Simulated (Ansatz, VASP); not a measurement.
**Cu: VASP beside Ansatz**

```
Cu
1.0
     3.15156    0.00000    0.00000
    -1.57578    2.72933    0.00000
     0.00000    0.00000    5.18643
Cu
2
Direct
  0.33333 0.66667 0.25000
  0.66667 0.33333 0.75000
```

Alike in both runs: task relaxation of cell and atoms; functional r2SCAN; k mesh 6 × 6 × 4; occupations gaussian, width 0.1 eV; no spin polarisation.

|  | VASP | Ansatz |
| --- | --- | --- |
| version | VASP 6.6.1 | Ansatz 0.2.0 |
| potentials or method | VASP PAW PBE potentials, release 64 (Cu), cutoff 600 eV | scalar-relativistic, plane waves, PAW |
| valence electrons in the cell | 22 | 38 |

Ansatz gave:

```
gap on the k mesh at the Fermi level, each at its own relaxed structure (eV) : none
relaxed volume (Å³/atom)                                                     : 11.50
relaxed cell length with the largest relative difference (Å)                 : 4.096
```

Question: Which values does VASP return?

Answer: gap on the k mesh at the Fermi level, each at its own relaxed structure (eV): none; relaxed volume (Å³/atom): 11.53; relaxed cell length with the largest relative difference (Å): 4.102.

VASP's potentials were made for PBE, not for r2SCAN. A gap of «none» marks a metal or a gap that the smearing closes. VASP's potentials hold 22 valence electrons a cell and Ansatz's 38, so a difference there can come from the potentials and not from the codes.

The k mesh is coarse, so the values compare programs but aren't converged. Noted on VASP's run: the volume moved by over 15 % at a fixed basis, so the end points are rough.
